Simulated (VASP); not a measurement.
# Yb (Fm-3m) in VASP: a series of runs

The runs below take Yb through single point, with LDA.

Program: VASP 6.6.1. These are calculated values, not measurements. Logs are shortened: lines on timing, memory, paths and dates and some standing lists are left out, and cuts for length are marked.

## (1) The cell of the first run

The structure is cubic, space group Fm-3m (No. 225). The conventional cell has a = 4.914 Å, b = 4.914 Å, c = 4.914 Å, α = 90.00°, β = 90.00°, γ = 90.00°. Yb (site symmetry m-3m) has 12 Yb at 3.47 Å within 4.6 Å.

## (2) Single point, LDA

The input, INCAR:

```
SYSTEM = Yb
  ALGO = Normal
  EDIFF = 1E-6
  ENCUT = 520
  GGA = CA
  ISIF = 2
  ISMEAR = 0
  LASPH = .True.
  LCHARG = .False.
  LREAL = .False.
  LWAVE = .False.
  NBANDS = 18
  NELM = 100
  PREC = Accurate
  SIGMA = 1.0
```

The input, KPOINTS:

```
k-points
0
Gamma
  11 11 11
  0 0 0
```

The input, POSCAR:

```
Yb
1.0
    0.0000000000      2.4569516026      2.4569516026
    2.4569516026      0.0000000000      2.4569516026
    2.4569516026      2.4569516026      0.0000000000
Yb
1
Direct
    0.0000000000      0.0000000000      0.0000000000
```

Potentials or basis: VASP PAW PBE potentials, release 64 (Yb).

The run is started by

```bash
cat potpaw_PBE.64/Yb/POTCAR > POTCAR
mpirun -np 1 vasp_std > vasp.out
```

OUTCAR:

```text
SYSTEM = Yb
   EDIFF = 1E-6
   ENCUT = 520
   GGA = CA
   ISIF = 2
   ISMEAR = 0
   LASPH = .True.
   LREAL = .False.
   NELM = 100
   PREC = Accurate

 ion  position               nearest neighbor table
   1  0.000  0.000  0.000-

  LATTYP: Found a face centered cubic cell.
 ALAT       =     4.9139032052

  Lattice vectors:

 A1 = (   0.0000000000,   2.4569516026,   2.4569516026)
 A2 = (   2.4569516026,   0.0000000000,   2.4569516026)
 A3 = (   2.4569516026,   2.4569516026,   0.0000000000)

Analysis of symmetry for initial positions (statically):
=====================================================================
 Subroutine PRICEL returns:
 Original cell was already a primitive cell.

 Routine SETGRP: Setting up the symmetry group for a
 face centered cubic supercell.

 Subroutine GETGRP returns: Found 48 space group operations
 (whereof 48 operations were pure point group operations)
 out of a pool of 48 trial point group operations.

The static configuration has the point symmetry O_h .

Analysis of symmetry for dynamics (positions and initial velocities):
=====================================================================
 Subroutine PRICEL returns:
 Original cell was already a primitive cell.

 Routine SETGRP: Setting up the symmetry group for a
 face centered cubic supercell.

 Subroutine GETGRP returns: Found 48 space group operations
 (whereof 48 operations were pure point group operations)
 out of a pool of 48 trial point group operations.

The dynamic configuration has the point symmetry O_h .

 Subroutine INISYM returns: Found 48 space group operations
 (whereof 48 operations are pure point group operations),
 and found     1 'primitive' translations

----------------------------------------------------------------------------------------

                                     Primitive cell

  volume of cell :      29.6633

  direct lattice vectors                    reciprocal lattice vectors
     0.000000000  2.456951603  2.456951603    -0.203504212  0.203504212  0.203504212
     2.456951603  0.000000000  2.456951603     0.203504212 -0.203504212  0.203504212
     2.456951603  2.456951603  0.000000000     0.203504212  0.203504212 -0.203504212

  length of vectors
     3.474654278  3.474654278  3.474654278     0.352479635  0.352479635  0.352479635

  position of ions in fractional coordinates (direct lattice)
     0.000000000  0.000000000  0.000000000

  ion indices of the primitive-cell ions
   primitive index   ion index
                 1           1

----------------------------------------------------------------------------------------

 KPOINTS: k-points

Automatic generation of k-mesh.
 Grid dimensions read from file:
 generate k-points for:   11   11   11

 Generating k-lattice:

  Cartesian coordinates                     Fractional coordinates (reciprocal lattice)
    -0.018500383  0.018500383  0.018500383     0.090909091  0.000000000  0.000000000
     0.018500383 -0.018500383  0.018500383     0.000000000  0.090909091  0.000000000
     0.018500383  0.018500383 -0.018500383     0.000000000  0.000000000  0.090909091

  Length of vectors
     0.032043603  0.032043603  0.032043603

  Shift w.r.t. Gamma in fractional coordinates (k-lattice)
     0.000000000  0.000000000  0.000000000

 Subroutine IBZKPT returns following result:
 ===========================================

 Found     56 irreducible k-points:

 Following reciprocal coordinates:
            Coordinates               Weight
  0.000000  0.000000  0.000000      1.000000
  0.090909  0.000000  0.000000      8.000000
  0.181818  0.000000  0.000000      8.000000
  0.272727  0.000000  0.000000      8.000000
  0.363636  0.000000  0.000000      8.000000
  0.454545  0.000000  0.000000      8.000000
[... 16 lines left out ...]
 -0.272727  0.181818  0.000000     24.000000
 -0.181818  0.181818  0.000000     12.000000
 [... further k-points ...]
   k-points           NKPTS =     56   k-points in BZ     NKDIM =     56   number of bands    NBANDS=     18
   number of dos      NEDOS =    301   number of ions     NIONS =      1
   total plane-waves  NPLWV =  21952
   dimension x,y,z NGX =    28 NGY =   28 NGZ =   28
   dimension x,y,z NGXF=    56 NGYF=   56 NGZF=   56
   ions per type =               1
   NGX,Y,Z   is equivalent  to a cutoff of  13.40, 13.40, 13.40 a.u.
   NGXF,Y,Z  is equivalent  to a cutoff of  26.79, 26.79, 26.79 a.u.
 SYSTEM =  Yb
   PREC   = accura    normal or accurate (medium, high low for compatibility)
   ISTART =      0    job   : 0-new  1-cont  2-samecut
   ICHARG =      2    charge: 1-file 2-atom 10-const
   ISPIN  =      1    spin polarized calculation?
   LNONCOLLINEAR =      F non collinear calculations
   LSORBIT =      F    spin-orbit coupling
   LASPH  =      T    aspherical Exc in radial PAW
   ENCUT  =  520.0 eV  38.22 Ry    6.18 a.u.   6.46  6.46  6.46*2*pi/ulx,y,z
   NELM   =    100;   NELMIN=  2; NELMDL= -5     # of ELM steps
   EDIFF  = 0.1E-05   stopping-criterion for ELM
   LREAL  =      F    real-space projection
   EDIFFG = 0.1E-04   stopping-criterion for IOM
   NSW    =      0    number of steps for IOM
   IBRION =     -1    ionic relax: 0-MD 1-quasi-New 2-CG
   NFREE  =      0    steps in history (QN), initial steepest desc. (CG)
   ISIF   =      2    stress and relaxation
   ISYM   =      2    0-nonsym 1-usesym 2-fastsym
   POTIM  = 0.5000    time-step for ionic-motion
   TEBEG  =    0.0;   TEEND  =   0.0 temperature during run
   PSTRESS=    0.0 pullay stress
   NELECT =      24.0000    total number of electrons
   NUPDOWN=      -1.0000    fix difference up-down
   EMIN   =  10.00;   EMAX   =-10.00  energy-range for DOS
   EFERMI =   0.00;   METHOD = LEGACY
   ISMEAR =     0;   SIGMA  =   1.00  broadening in eV -4-tet -1-fermi 0-gaus
   EFERMI_NEDOS =   21; number of points for ismear=-14 and -15
   IALGO  =     38    algorithm
   IMIX   =      4    mixing-type and parameters
     AMIX     =   0.40;   BMIX     =  1.00
     AMIX_MAG =   1.60;   BMIX_MAG =  1.00
  volume/ion in A,a.u.               =      29.66       200.18
  Fermi-wavevector in a.u.,A,eV,Ry     =   1.525476  2.882731 31.661795  2.327076
  Thomas-Fermi vector in A             =   2.633641
   LORBIT       =      0    0 simple, 1 ext, 2 COOP (PROOUT), +10 PAW based schemes
   GGA     = CA    functional components
   LHFCALC =     F    Hartree Fock is set to
   AEXX    =    0.0000 exact exchange contribution
   IVDW    =     0    specifies the selected vdW correction
   LEPSILON=     F    determine dielectric tensor
   LRPA    =     F    only Hartree local field effects (RPA)
 non-spin polarized calculation
 Gauss-broadening in eV      SIGMA  =   1.00
  energy-cutoff  :      520.00
  volume of cell :       29.66
 maximum number of plane-waves:       821
 NGX is ok and might be reduce to    28
   NGX = 13   NGY = 13   NGZ = 13

 number of electron      24.0000001 magnetization

 Free energy of the ion-electron system (eV)
  ---------------------------------------------------
  ext. energy  EPLUGINS =         0.00000000
  ---------------------------------------------------
  free energy    TOTEN  =        -4.76553076 eV

  energy without entropy =       -3.59573765  energy(sigma->0) =       -4.18063421

 E-fermi :   1.8996     XC(G=0): -10.7032

 val. band max:        1.8446025490   @ k =  -0.3636   0.3636   0.0000
 cond. band min:       1.9245295875   @ k =  -0.3636   0.4545   0.0909
 fundamental gap:      0.0799270384
 Fermi energy:         1.8995645095

 k-point     1 :       0.0000    0.0000    0.0000
  band No.  band energies     occupation
      1     -49.9397      2.00000
      2     -22.0413      2.00000
      3     -22.0413      2.00000
      4     -22.0413      2.00000
      5      -3.6370      2.00000
      6       0.3973      1.96637
[... 10 lines left out ...]
     17       7.2216      0.00000
     18      12.3949      0.00000

 k-point     2 :       0.0909    0.0000    0.0000
  band No.  band energies     occupation
      1     -49.9365      2.00000
      2     -22.0939      2.00000
      3     -22.0479      2.00000
      4     -22.0479      2.00000
      5      -3.4021      2.00000
      6       0.4013      1.96590
[... 10 lines left out ...]
     17       7.0847      0.00000
     18      12.9226      0.00000

 k-point     3 :       0.1818    0.0000    0.0000
  band No.  band energies     occupation
      1     -49.9280      2.00000
      2     -22.2322      2.00000
      3     -22.0656      2.00000
      4     -22.0656      2.00000
      5      -2.7428      2.00000
      6       0.4137      1.96438
[... 10 lines left out ...]
     17       6.9460      0.00000
     18      12.9955      0.00000

 k-point     4 :       0.2727    0.0000    0.0000
  band No.  band energies     occupation
      1     -49.9168      2.00000
      2     -22.4075      2.00000
      3     -22.0886      2.00000
      4     -22.0886      2.00000
      5      -1.8035      2.00000
      6       0.4310      1.96218
[... 10 lines left out ...]
     17       7.3416      0.00000
     18      11.9396      0.00000

 k-point     5 :       0.3636    0.0000    0.0000
  band No.  band energies     occupation
      1     -49.9065      2.00000
      2     -22.5632      2.00000
      3     -22.1097      2.00000
      4     -22.1097      2.00000
      5      -0.8591      1.99990
      6       0.4327      1.96196
[... 10 lines left out ...]
     17       8.2089      0.00000
     18      11.2017      0.00000

 k-point     6 :       0.4545    0.0000    0.0000
  band No.  band energies     occupation
      1     -49.9003      2.00000
      2     -22.6534      2.00000
      3     -22.1222      2.00000
      4     -22.1222      2.00000
      5      -0.2823      1.99797
      6       0.4242      1.96307
[... 10 lines left out ...]
     17       8.9906      0.00000
     18      10.8498      0.00000

 k-point     7 :       0.0909    0.0909    0.0000
  band No.  band energies     occupation
      1     -49.9355      2.00000
      2     -22.0928      2.00000
      3     -22.0593      2.00000
      4     -22.0593      2.00000
      5      -3.3238      2.00000
      6       0.4027      1.96574
[... 10 lines left out ...]
     17       7.3483      0.00000
     18      13.1191      0.00000

 k-point     8 :       0.1818    0.0909    0.0000
  band No.  band energies     occupation
      1     -49.9287      2.00000
      2     -22.1956      2.00000
      3     -22.0810      2.00000
      4     -22.0722      2.00000
      5      -2.8047      2.00000
      6       0.4126      1.96453
[... 10 lines left out ...]
     17       7.4238      0.00000
     18      13.8045      0.00000
[... 229 lines left out ...]
     17       8.6514      0.00000
     18      12.6014      0.00000

 k-point    20 :       0.4545    0.1818    0.0000
  band No.  band energies     occupation
      1     -49.8980      2.00000
      2     -22.5652      2.00000
      3     -22.2128      2.00000
      4     -22.1673      2.00000
      5       0.0409      1.99143
      6       0.4485      1.95985
[... 10 lines left out ...]
     17       9.2194      0.00000
     18      10.9110      0.00000

 k-point    21 :      -0.4545    0.1818    0.0000
  band No.  band energies     occupation
      1     -49.8946      2.00000
      2     -22.6034      2.00000
      3     -22.2476      2.00000
      4     -22.1597      2.00000
      5       0.3606      1.97048
      6       0.4398      1.96103
[... 10 lines left out ...]
     17       9.0430      0.00000
     18      10.3864      0.00000

 k-point    22 :      -0.3636    0.1818    0.0000
  band No.  band energies     occupation
      1     -49.8966      2.00000
      2     -22.5744      2.00000
      3     -22.2606      2.00000
      4     -22.1382      2.00000
      5       0.2632      1.97935
      6       0.4403      1.96096
[... 10 lines left out ...]
     17       9.4772      0.00000
     18      10.9734      0.00000

 k-point    23 :      -0.2727    0.1818    0.0000
  band No.  band energies     occupation
      1     -49.9035      2.00000
      2     -22.4927      2.00000
      3     -22.2412      2.00000
      4     -22.1095      2.00000
      5      -0.4482      1.99910
      6       0.4510      1.95949
[... 10 lines left out ...]
     17       9.4220      0.00000
     18      11.9779      0.00000

 k-point    24 :      -0.1818    0.1818    0.0000
  band No.  band energies     occupation
      1     -49.9130      2.00000
      2     -22.3911      2.00000
      3     -22.1863      2.00000
      4     -22.0827      2.00000
      5      -1.4325      2.00000
      6       0.4439      1.96047
[... 10 lines left out ...]
     17       8.4843      0.00000
     18      13.1375      0.00000

 [... further k-points ...]

------------------------ aborting loop because EDIFF is reached ----------------------------------------

  FORCE on cell =-STRESS in cart. coord.  units (eV):
  Direction    XX          YY          ZZ          XY          YZ          ZX
  --------------------------------------------------------------------------------------
  -------------------------------------------------------------------------------------
  Total        0.2014251      0.2014251      0.2014251     -0.0000000      0.0000000      0.0000000
  in kB       10.8793830     10.8793830     10.8793830     -0.0000000      0.0000000      0.0000000
  external PRESSURE =      10.8793830 kB  Pullay stress =       0.0000000 kB

 VOLUME and BASIS-vectors are now :
 -----------------------------------------------------------------------------
  energy-cutoff  :      520.00
  volume of cell :       29.66
      direct lattice vectors                 reciprocal lattice vectors
     0.000000000  2.456951603  2.456951603    -0.203504212  0.203504212  0.203504212
     2.456951603  0.000000000  2.456951603     0.203504212 -0.203504212  0.203504212
     2.456951603  2.456951603  0.000000000     0.203504212  0.203504212 -0.203504212

 POSITION                                       TOTAL-FORCE (eV/Angst)
 -----------------------------------------------------------------------------------
      0.00000      0.00000      0.00000         0.000000     -0.000000     -0.000000
 -----------------------------------------------------------------------------------
    total drift:                               -0.000000     -0.000000     -0.000000

  FREE ENERGIE OF THE ION-ELECTRON SYSTEM (eV)
  ---------------------------------------------------
  free  energy   TOTEN  =        -4.7655307569 eV

  energy  without entropy=       -3.5957376545  energy(sigma->0) =       -4.18063421
```

It took 39 s on 1 thread of AMD EPYC 9R45 (Zen 5), shared host; peak memory 0.14 GiB.

What came out:

```yaml
Free_energy: -4.7655 eV
Pressure: 1.1 GPa
Band_gap_on_the_k_mesh: zero (bands 12 and 13 overlap by 0.02 eV)
```

Caveat: so wide a smearing shifts energies and pressures; the PAW data sets were made with another functional, which shifts forces and pressure a little; spin-orbit coupling is left out, which moves the levels of the heavy elements. Spin polarisation is off, so any magnetic state and its effect on volume and gap are missing.

## (3) Single point, LDA

The input, INCAR:

```
PREC = Accurate
ENCUT = 520
EDIFF = 1E-7
ISMEAR = 1
SIGMA = 0.01
LREAL = False
LASPH = True
NELM = 100
ALGO = Normal
ISIF = 2
LWAVE = False
LCHARG = False
GGA = CA
NBANDS = 18
```

The input, KPOINTS:

```
regular mesh
0
Gamma
  11 11 11
```

POSCAR is that of step 2.

Potentials or basis: VASP PAW PBE potentials, release 64 (Yb).

The run is started by

```bash
cat potpaw_PBE.64/Yb/POTCAR > POTCAR
mpirun -np 1 vasp_std > vasp.out
```

Wall time 32 s (1 thread of AMD EPYC 9R45 (Zen 5), shared host); peak memory 0.14 GiB.

Results (log left out):

* Free energy: -4.1790 eV
* Pressure: -0.1 GPa
* Band gap on the k mesh: zero (bands 12 and 13 overlap by 0.14 eV)

Levels at points of the mesh, in eV from the Fermi level:
| k point | band 8 | band 9 | band 10 | band 11 | band 12 | band 13 | band 14 | band 15 | band 16 | band 17 |
| --- | --- | --- | --- | --- | --- | --- | --- | --- | --- | --- |
| (0.00, 0.00, 0.00) | -0.41 | -0.41 | -0.26 | -0.26 | -0.26 | 2.99 | 2.99 | 2.99 | 5.56 | 5.56 |

Caveat: the PAW data sets were made with another functional, which shifts forces and pressure a little; spin-orbit coupling is left out, which moves the levels of the heavy elements. Spin polarisation is off, so any magnetic state and its effect on volume and gap are missing.
